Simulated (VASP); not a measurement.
# Cr: single point with PBE

Crystal: Cr.

```
CELL_PARAMETERS angstrom
1.14705 -2.46703 0.00000
1.14705 2.46703 0.00000
0.00000 0.00000 4.06431
ATOMIC_POSITIONS crystal
Cr 0.87053 0.12947 0.75000
Cr 0.12947 0.87053 0.25000
```

- Program: VASP 6.6.1
- Task: single point
- Functional: PBE
- Potentials or basis: VASP PAW PBE potentials, release 64 (Cr_pv)
- Cutoff: 520 eV
- k mesh: 11 × 11 × 6
- Occupations: fermi-dirac, width 0.05 eV
- Spin: collinear spin, ferromagnetic start
- Starting moments: [4.5, 4.5] μB
- Fixed moment: 9 μB

- Pressure: 128.1 GPa
- Largest force: 0.715 eV/Å
- Net moment: 9.00 μB per cell
- Site moments: Cr +4.15 μB
- Valence electrons inside the program's atomic spheres: Cr 11.21

Forces in eV/Å, atoms in the order of the input:
```
Cr   0.000  0.715  0.000
Cr   0.000 -0.715  0.000
```

Stress tensor (GPa, compression positive):
```
162.60   0.00   0.00
  0.00  96.82   0.00
  0.00   0.00 124.94
```

Wall time 4 min on 1 thread of Intel Xeon 8259CL (shared host), peak memory 0.22 GiB.

Caveat: the cell stands under pressure; the total moment is fixed, so each spin has its own Fermi level.
